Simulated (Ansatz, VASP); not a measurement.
# Yb in VASP and in Ansatz

Contents of INCAR:

```
SYSTEM = Yb
PREC     = Accurate       ! precision mode
ENCUT    = 520            ! plane-wave cutoff, eV
EDIFF    = 1E-8           ! SCF threshold, eV
ISMEAR   = -1             ! smearing method
SIGMA    = 0.05           ! smearing width, eV
LREAL    = .FALSE.        ! projectors in reciprocal space
LASPH    = .TRUE.         ! aspherical terms in the spheres
NELM     = 80             ! most SCF steps
ALGO     = Normal         ! electronic algorithm
ISIF     = 2              ! what is computed and relaxed
LWAVE    = .FALSE.        ! write WAVECAR
LCHARG   = .FALSE.        ! write CHGCAR
GGA      = PE             ! functional
LEFG     = .TRUE.       
NBANDS   = 18             ! bands
```

File KPOINTS:

```
regular mesh
0
G
  12 12 12
  0 0 0
```

Contents of POSCAR:

```
Yb
1.0
    0.0000000000      2.7431000000      2.7431000000
    2.7431000000      0.0000000000      2.7431000000
    2.7431000000      2.7431000000      0.0000000000
Yb
1
Direct
    0.0000000000      0.0000000000      0.0000000000
```

Input for Ansatz:

```yaml
crystal:
  lattice:
    - [0.0, 2.7431, 2.7431]
    - [2.7431, 0.0, 2.7431]
    - [2.7431, 2.7431, 0.0]
  atoms:
    - { symbol: Yb, position: [0.0, 0.0, 0.0] }
kpoints:
  mp_grid: { grid: [12, 12, 12] }
  band_path:
    path:
      - [0.0, 0.0, 0.0]
      - [0.5, 0.0, 0.5]
      - [0.625, 0.25, 0.625]
      - [0.375, 0.375, 0.75]
      - [0.0, 0.0, 0.0]
      - [0.5, 0.5, 0.5]
      - [0.5, 0.25, 0.75]
      - [0.5, 0.0, 0.5]
    npoints: 14
scf:
  occupations: { method: fermi_dirac, width: 0.05 }
hamiltonian:
  xc: pbe
  pseudopotentials: { kind: paw }
output:
  forces: true
  stress: true
  eigenvalues: true
  efg: { contact_densities: true }
  populations: true
  bader: true
  dos: { projected: true, de: 0.2, e_range: [-14, 8] }
  write_density: true
  write_potential: true
  elf: true
  volumetric_format: npy
```

Alike in both runs: task electric field gradients; functional PBE; k mesh 12 × 12 × 12; occupations fermi-dirac, width 0.05 eV; no spin polarisation.

|  | VASP | Ansatz |
| --- | --- | --- |
| version | VASP 6.6.1 | Ansatz 0.2.0 |
| potentials or method | VASP PAW PBE potentials, release 64 (Yb) | PAW with Ansatz's default frozen-core files, scalar-relativistic |
| plane-wave cutoff (eV) | 520 | 420 |
| valence electrons in the cell | 24 | 24 |

Ansatz gave:

```
pressure (GPa) : -2.2
```

**Question.** What did VASP give for the same quantities?

**Answer.** Pressure (GPa): -2.4.

Neither program's run includes spin-orbit coupling.
